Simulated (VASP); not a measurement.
# MoS2 (P3m1) in VASP: notebook

MoS2 is run at these levels: r2SCAN; tasks: single point.

Everything below comes from runs of VASP 6.6.1. Logs are shortened: lines on timing, memory, paths and dates and some standing lists are left out, and cuts for length are marked.

### Step 1. The cell of the first run

It takes space group P3m1 (No. 156, trigonal). Conventional cell: a = 3.226 Å, b = 3.226 Å, c = 6.274 Å, α = 90.00°, β = 90.00°, γ = 120.00°. Mo (site symmetry 3m) has 6 S at 2.36 to 2.49 Å within 3.1 Å. Within 3.3 Å of S (site symmetry 3m) lie 3 Mo at 2.49 Å and 6 S at 3.23 Å. S (site symmetry 3m) has 3 Mo at 2.36 Å within 3.1 Å.

### Step 2. Single point, r2SCAN (all S atoms moved -0.100 Å, as atom 2 along Cartesian [0 0 1])

POSCAR

```
MoS2
1.0
    3.2262370499      0.0000000000      0.0000000000
   -1.6131185250      2.7940032439      0.0000000000
    0.0000000000      0.0000000000      6.2737631201
Mo S
1 2
Direct
    0.0000000000      0.0000000000      0.5000000000
    0.3333333333      0.6666666667      0.2374568013
    0.6666666667      0.3333333333      0.7306644051
```

INCAR.step1

```
ALGO = Normal
EDIFF = 1E-4
ENCUT = 520
GGA = PE
ISMEAR = 0
LASPH = T
LCHARG = F
LREAL = F
LWAVE = T
NBANDS = 20
NELM = 60
PREC = Accurate
SIGMA = 0.15
```

INCAR.step2

```
ALGO = Normal
EDIFF = 1E-6
ENCUT = 520
ISIF = 2
ISMEAR = 0
ISTART = 1
LASPH = T
LCHARG = F
LMIXTAU = T
LREAL = F
LWAVE = F
METAGGA = R2SCAN
NBANDS = 20
NELM = 60
PREC = Accurate
SIGMA = 0.15
```

KPOINTS

```
k-points
0
Gamma
  18 18 8
```

Potentials or basis: VASP PAW PBE potentials, release 64 (Mo_sv, S).

Run with:

```bash
> cat potpaw_PBE.64/Mo_sv/POTCAR potpaw_PBE.64/S/POTCAR > POTCAR
> cp INCAR.step1 INCAR
> mpirun -np 1 vasp_std > vasp.out
> cp INCAR.step2 INCAR
> mpirun -np 1 vasp_std > vasp.out
```

OUTCAR:

```text
EDIFF = 1E-6
   ENCUT = 520
   ISIF = 2
   ISMEAR = 0
   ISTART = 1
   LASPH = T
   LREAL = F
   METAGGA = R2SCAN
   NELM = 60
   PREC = Accurate

 ion  position               nearest neighbor table
   1  0.000  0.000  0.500-   3 2.36   3 2.36   3 2.36   2 2.49   2 2.49   2 2.49
   2  0.333  0.667  0.237-   1 2.49   1 2.49   1 2.49
   3  0.667  0.333  0.731-   1 2.36   1 2.36   1 2.36

  LATTYP: Found a hexagonal cell.
 ALAT       =     3.2262370499
 C/A-ratio  =     1.9446069905

  Lattice vectors:

 A1 = (   3.2262370499,   0.0000000000,   0.0000000000)
 A2 = (  -1.6131185250,   2.7940032439,   0.0000000000)
 A3 = (   0.0000000000,   0.0000000000,   6.2737631201)

Analysis of symmetry for initial positions (statically):
=====================================================================
 Subroutine PRICEL returns:
 Original cell was already a primitive cell.

 Routine SETGRP: Setting up the symmetry group for a
 hexagonal supercell.

 Subroutine GETGRP returns: Found  6 space group operations
 (whereof  6 operations were pure point group operations)
 out of a pool of 24 trial point group operations.

The static configuration has the point symmetry C_3v.

Analysis of symmetry for dynamics (positions and initial velocities):
=====================================================================
 Subroutine PRICEL returns:
 Original cell was already a primitive cell.

 Routine SETGRP: Setting up the symmetry group for a
 hexagonal supercell.

 Subroutine GETGRP returns: Found  6 space group operations
 (whereof  6 operations were pure point group operations)
 out of a pool of 24 trial point group operations.

The dynamic configuration has the point symmetry C_3v.

 Subroutine INISYM returns: Found  6 space group operations
 (whereof  6 operations are pure point group operations),
 and found     1 'primitive' translations

----------------------------------------------------------------------------------------

                                     Primitive cell

  volume of cell :      56.5524

  direct lattice vectors                    reciprocal lattice vectors
     3.226237050  0.000000000  0.000000000     0.309958625  0.178954696  0.000000000
    -1.613118525  2.794003244  0.000000000     0.000000000  0.357909391  0.000000000
     0.000000000  0.000000000  6.273763120     0.000000000  0.000000000  0.159393968

  length of vectors
     3.226237050  3.226237050  6.273763120     0.357909391  0.357909391  0.159393968

  position of ions in fractional coordinates (direct lattice)
     0.000000000  0.000000000  0.500000000
     0.333333333  0.666666667  0.237456801
     0.666666667  0.333333333  0.730664405

  ion indices of the primitive-cell ions
   primitive index   ion index
                 1           1
                 2           2
                 3           3

----------------------------------------------------------------------------------------

 KPOINTS: k-points

Automatic generation of k-mesh.
 Grid dimensions read from file:
 generate k-points for:   18   18    8

 Generating k-lattice:

  Cartesian coordinates                     Fractional coordinates (reciprocal lattice)
     0.017219924  0.009941928  0.000000000     0.055555556  0.000000000  0.000000000
     0.000000000  0.019883855  0.000000000     0.000000000  0.055555556  0.000000000
     0.000000000  0.000000000  0.019924246     0.000000000  0.000000000  0.125000000

  Length of vectors
     0.019883855  0.019883855  0.019924246

  Shift w.r.t. Gamma in fractional coordinates (k-lattice)
     0.000000000  0.000000000  0.000000000

 Subroutine IBZKPT returns following result:
 ===========================================

 Found    266 irreducible k-points:

 Following reciprocal coordinates:
            Coordinates               Weight
  0.000000  0.000000  0.000000      1.000000
  0.055556 -0.000000  0.000000      6.000000
  0.111111 -0.000000  0.000000      6.000000
  0.166667  0.000000  0.000000      6.000000
  0.222222 -0.000000  0.000000      6.000000
  0.277778 -0.000000  0.000000      6.000000
[... 16 lines left out ...]
  0.333333  0.111111  0.000000     12.000000
  0.388889  0.111111  0.000000     12.000000
 [... further k-points ...]
   k-points           NKPTS =    266   k-points in BZ     NKDIM =    266   number of bands    NBANDS=     20
   number of dos      NEDOS =    301   number of ions     NIONS =      3
   total plane-waves  NPLWV =  27648
   dimension x,y,z NGX =    24 NGY =   24 NGZ =   48
   dimension x,y,z NGXF=    48 NGYF=   48 NGZF=   96
   ions per type =               1   2
   NGX,Y,Z   is equivalent  to a cutoff of  12.37, 12.37, 12.72 a.u.
   NGXF,Y,Z  is equivalent  to a cutoff of  24.73, 24.73, 25.44 a.u.
 SYSTEM =  unknown system
   PREC   = accura    normal or accurate (medium, high low for compatibility)
   ISTART =      1    job   : 0-new  1-cont  2-samecut
   ICHARG =      0    charge: 1-file 2-atom 10-const
   ISPIN  =      1    spin polarized calculation?
   LNONCOLLINEAR =      F non collinear calculations
   LSORBIT =      F    spin-orbit coupling
   LASPH  =      T    aspherical Exc in radial PAW
   ENCUT  =  520.0 eV  38.22 Ry    6.18 a.u.   6.00  6.00 11.67*2*pi/ulx,y,z
   NELM   =     60;   NELMIN=  2; NELMDL=  0     # of ELM steps
   EDIFF  = 0.1E-05   stopping-criterion for ELM
   LREAL  =      F    real-space projection
   EDIFFG = 0.1E-04   stopping-criterion for IOM
   NSW    =      0    number of steps for IOM
   IBRION =     -1    ionic relax: 0-MD 1-quasi-New 2-CG
   NFREE  =      0    steps in history (QN), initial steepest desc. (CG)
   ISIF   =      2    stress and relaxation
   ISYM   =      2    0-nonsym 1-usesym 2-fastsym
   POTIM  = 0.5000    time-step for ionic-motion
   TEBEG  =    0.0;   TEEND  =   0.0 temperature during run
   PSTRESS=    0.0 pullay stress
   NELECT =      26.0000    total number of electrons
   NUPDOWN=      -1.0000    fix difference up-down
   EMIN   =  10.00;   EMAX   =-10.00  energy-range for DOS
   EFERMI =   0.00;   METHOD = LEGACY
   ISMEAR =     0;   SIGMA  =   0.15  broadening in eV -4-tet -1-fermi 0-gaus
   EFERMI_NEDOS =   21; number of points for ismear=-14 and -15
   IALGO  =     38    algorithm
   IMIX   =      4    mixing-type and parameters
     AMIX     =   0.40;   BMIX     =  1.00
     AMIX_MAG =   1.60;   BMIX_MAG =  1.00
  volume/ion in A,a.u.               =      18.85       127.21
  Fermi-wavevector in a.u.,A,eV,Ry     =   1.263520  2.387707 21.721473  1.596483
  Thomas-Fermi vector in A             =   2.396873
   LORBIT       =      0    0 simple, 1 ext, 2 COOP (PROOUT), +10 PAW based schemes
   METAGGA = R2SCAN    functional components
   LHFCALC =     F    Hartree Fock is set to
   AEXX    =    0.0000 exact exchange contribution
   IVDW    =     0    specifies the selected vdW correction
   LEPSILON=     F    determine dielectric tensor
   LRPA    =     F    only Hartree local field effects (RPA)
 non-spin polarized calculation
 Gauss-broadening in eV      SIGMA  =   0.15
  energy-cutoff  :      520.00
  volume of cell :       56.55
 maximum number of plane-waves:      1552
   NGX = 11   NGY = 11   NGZ = 23

 number of electron      26.0000000 magnetization

 Free energy of the ion-electron system (eV)
  ---------------------------------------------------
  ext. energy  EPLUGINS =         0.00000000
  ---------------------------------------------------
  free energy    TOTEN  =       -44.04971001 eV

  energy without entropy =      -44.03668954  energy(sigma->0) =      -44.04319978

 E-fermi :   6.9325     XC(G=0): -11.1519

 val. band max:        6.9277841416   @ k =   0.2778   0.2778   0.3750
 cond. band min:       6.9367199039   @ k =   0.3333   0.2778   0.3750
 fundamental gap:      0.0089357622
 Fermi energy:         6.9324504129

 k-point     1 :       0.0000    0.0000    0.0000
  band No.  band energies     occupation
      1     -56.8726      2.00000
      2     -30.1869      2.00000
      3     -30.1424      2.00000
      4     -30.1424      2.00000
      5      -8.6678      2.00000
      6      -7.1223      2.00000
[... 12 lines left out ...]
     19      13.8442      0.00000
     20      17.0104      0.00000

 k-point     2 :       0.0556   -0.0000    0.0000
  band No.  band energies     occupation
      1     -56.8715      2.00000
      2     -30.1849      2.00000
      3     -30.1530      2.00000
      4     -30.1449      2.00000
      5      -8.6197      2.00000
      6      -7.1119      2.00000
[... 12 lines left out ...]
     19      14.0216      0.00000
     20      16.8390      0.00000

 k-point     3 :       0.1111   -0.0000    0.0000
  band No.  band energies     occupation
      1     -56.8685      2.00000
      2     -30.1866      2.00000
      3     -30.1761      2.00000
      4     -30.1520      2.00000
      5      -8.4786      2.00000
      6      -7.0814      2.00000
[... 12 lines left out ...]
     19      14.4988      0.00000
     20      16.5799      0.00000

 k-point     4 :       0.1667    0.0000    0.0000
  band No.  band energies     occupation
      1     -56.8639      2.00000
      2     -30.2319      2.00000
      3     -30.1683      2.00000
      4     -30.1628      2.00000
      5      -8.2552      2.00000
      6      -7.0323      2.00000
[... 12 lines left out ...]
     19      15.0602      0.00000
     20      16.4735      0.00000

 k-point     5 :       0.2222   -0.0000    0.0000
  band No.  band energies     occupation
      1     -56.8582      2.00000
      2     -30.2891      2.00000
      3     -30.1760      2.00000
      4     -30.1567      2.00000
      5      -7.9693      2.00000
      6      -6.9644      2.00000
[... 12 lines left out ...]
     19      15.2331      0.00000
     20      16.0848      0.00000
[... 353 lines left out ...]
      6      -6.8475      2.00000
[... 12 lines left out ...]
     19      15.3053      0.00000
     20      15.6701      0.00000

 k-point    22 :       0.2778    0.1111    0.0000
  band No.  band energies     occupation
      1     -56.8450      2.00000
      2     -30.4041      2.00000
      3     -30.2239      2.00000
      4     -30.1292      2.00000
      5      -7.2808      2.00000
      6      -6.7116      2.00000
[... 12 lines left out ...]
     19      14.9701      0.00000
     20      15.4284      0.00000

 k-point    23 :       0.3333    0.1111    0.0000
  band No.  band energies     occupation
      1     -56.8407      2.00000
      2     -30.4433      2.00000
      3     -30.2375      2.00000
      4     -30.1202      2.00000
      5      -7.1086      2.00000
      6      -6.5187      2.00000
[... 12 lines left out ...]
     19      14.4845      0.00000
     20      15.4896      0.00000

 k-point    24 :       0.3889    0.1111    0.0000
  band No.  band energies     occupation
      1     -56.8378      2.00000
      2     -30.4688      2.00000
      3     -30.2464      2.00000
      4     -30.1144      2.00000
      5      -7.0282      2.00000
      6      -6.3373      2.00000
[... 12 lines left out ...]
     19      14.3140      0.00000
     20      15.6339      0.00000

 [... further k-points ...]

------------------------ aborting loop because EDIFF is reached ----------------------------------------

  FORCE on cell =-STRESS in cart. coord.  units (eV):
  Direction    XX          YY          ZZ          XY          YZ          ZX
  --------------------------------------------------------------------------------------
  -------------------------------------------------------------------------------------
  Total        0.3266769      0.3266769      0.1067442     -0.0000000     -0.0000000      0.0000000
  in kB        9.2550287      9.2550287      3.0241530     -0.0000000     -0.0000000      0.0000000
  external PRESSURE =       7.1780701 kB  Pullay stress =       0.0000000 kB

 VOLUME and BASIS-vectors are now :
 -----------------------------------------------------------------------------
  energy-cutoff  :      520.00
  volume of cell :       56.55
      direct lattice vectors                 reciprocal lattice vectors
     3.226237050  0.000000000  0.000000000     0.309958625  0.178954696  0.000000000
    -1.613118525  2.794003244  0.000000000     0.000000000  0.357909391  0.000000000
     0.000000000  0.000000000  6.273763120     0.000000000  0.000000000  0.159393968

 POSITION                                       TOTAL-FORCE (eV/Angst)
 -----------------------------------------------------------------------------------
      0.00000      0.00000      3.13688         0.000000     -0.000000     -2.218150
     -0.00000      1.86267      1.48975        -0.000000      0.000000      0.986278
      1.61312      0.93133      4.58402         0.000000      0.000000      1.231873
 -----------------------------------------------------------------------------------
    total drift:                                0.000000     -0.000000     -0.000027

  FREE ENERGIE OF THE ION-ELECTRON SYSTEM (eV)
  ---------------------------------------------------
  free  energy   TOTEN  =       -44.0497100133 eV

  energy  without entropy=      -44.0366895381  energy(sigma->0) =      -44.04319978
```

Wall time 29 min (1 thread of Oxide Virtual Turin-like, shared host); peak memory 0.35 GiB.

Results:

| Property | Result |
| --- | --- |
| Free energy | -44.0497 eV |
| Pressure | 0.7 GPa |
| Largest force | 2.218 eV/Å |
| Band gap on the k mesh | zero (band 13 reaches 7.59 eV, above the bottom of band 14 at 6.49 eV) |

Forces in eV/Å, atoms in the order of the input:
```
Mo   0.000  0.000 -2.218
S    0.000  0.000  0.986
S    0.000  0.000  1.232
```

Levels at points of the mesh, in eV from the Fermi level:
```tsv
k point	band 11	band 12	band 13	band 14	band 15	band 16
(0.00, 0.00, 0.00)	-1.01	-1.01	-0.84	-0.37	-0.37	3.35
(0.50, 0.00, 0.00)	-3.46	-1.90	-1.73	0.97	1.77	3.78
(0.00, 0.00, 0.50)	-1.02	-1.02	-0.44	-0.44	0.01	3.53
(0.50, 0.00, 0.50)	-2.74	-2.01	-1.73	0.97	1.79	3.42
```

Caveat: the cell differs from its parent crystal (all S atoms moved -0.100 Å, as atom 2 along Cartesian [0 0 1]); the PAW data sets were made with another functional, which shifts forces and pressure a little.

### Step 3. Single point, r2SCAN (all S atoms moved +0.050 Å, as atom 2 along Cartesian [0 0 1])

POSCAR

```
MoS2
1.0
    3.2262370499      0.0000000000      0.0000000000
   -1.6131185250      2.7940032439      0.0000000000
    0.0000000000      0.0000000000      6.2737631201
Mo S
1 2
Direct
    0.0000000000      0.0000000000      0.5000000000
    0.3333333333      0.6666666667      0.2613658965
    0.6666666667      0.3333333333      0.7545735003
```

INCAR.step1

```
SYSTEM = MoS2
PREC = Accurate
ENCUT = 520
ISMEAR = 0
SIGMA = 0.15
LREAL = .False.
LASPH = .True.
NELM = 80
NBANDS = 20
GGA = PE
ALGO = Normal
EDIFF = 1E-4
LWAVE = .True.
LCHARG = .False.
```

INCAR.step2

```
SYSTEM = MoS2
PREC = Accurate
ENCUT = 520
EDIFF = 1E-7
ISMEAR = 0
SIGMA = 0.15
LREAL = .False.
LASPH = .True.
NELM = 80
ALGO = Normal
ISIF = 2
LWAVE = .False.
LCHARG = .False.
METAGGA = R2SCAN
LMIXTAU = .True.
NBANDS = 20
ISTART = 1
```

KPOINTS

```
Automatic mesh
0
Gamma
  18 18 8
  0 0 0
```

Potentials or basis: VASP PAW PBE potentials, release 64 (Mo_sv, S).

Run with:

```bash
> cat potpaw_PBE.64/Mo_sv/POTCAR potpaw_PBE.64/S/POTCAR > POTCAR
> cp INCAR.step1 INCAR
> mpirun -np 1 vasp_std > vasp.out
> cp INCAR.step2 INCAR
> mpirun -np 1 vasp_std > vasp.out
```

Run time: 25 min. Hardware: 1 thread of Oxide Virtual Turin-like, shared host; peak memory 0.35 GiB.

The run converged. Its results:

```yaml
Free_energy: -44.1336 eV
Pressure: 0.2 GPa
Largest_force: 1.129 eV/Å
Band_gap_on_the_k_mesh: zero (band 13 reaches 7.62 eV, above the bottom of band 14 at 6.45 eV)
```

Forces on the atoms (eV/Å):
```
Mo   0.000  0.000  1.129
S    0.000  0.000 -0.604
S    0.000  0.000 -0.525
```

Stress tensor (GPa, compression positive):
```
0.27 0.00 0.00
0.00 0.27 0.00
0.00 0.00 0.09
```

Levels at points of the mesh, in eV from the Fermi level:
| k point | band 10 | band 11 | band 12 | band 13 | band 14 | band 15 | band 16 | band 17 |
| --- | --- | --- | --- | --- | --- | --- | --- | --- |
| (0.00, 0.00, 0.00) | -2.06 | -1.04 | -1.02 | -1.02 | -0.42 | -0.42 | 3.31 | 3.31 |
| (0.50, 0.00, 0.00) | -4.38 | -3.46 | -1.94 | -1.79 | 0.97 | 1.78 | 3.76 | 3.98 |
| (0.00, 0.00, 0.50) | -3.86 | -1.02 | -1.02 | -0.49 | -0.49 | -0.06 | 3.49 | 3.49 |
| (0.50, 0.00, 0.50) | -4.44 | -2.65 | -2.14 | -1.77 | 0.97 | 1.80 | 3.40 | 4.71 |

Caveat: the cell differs from its parent crystal (all S atoms moved +0.050 Å, as atom 2 along Cartesian [0 0 1]); the PAW data sets were made with another functional, which shifts forces and pressure a little.
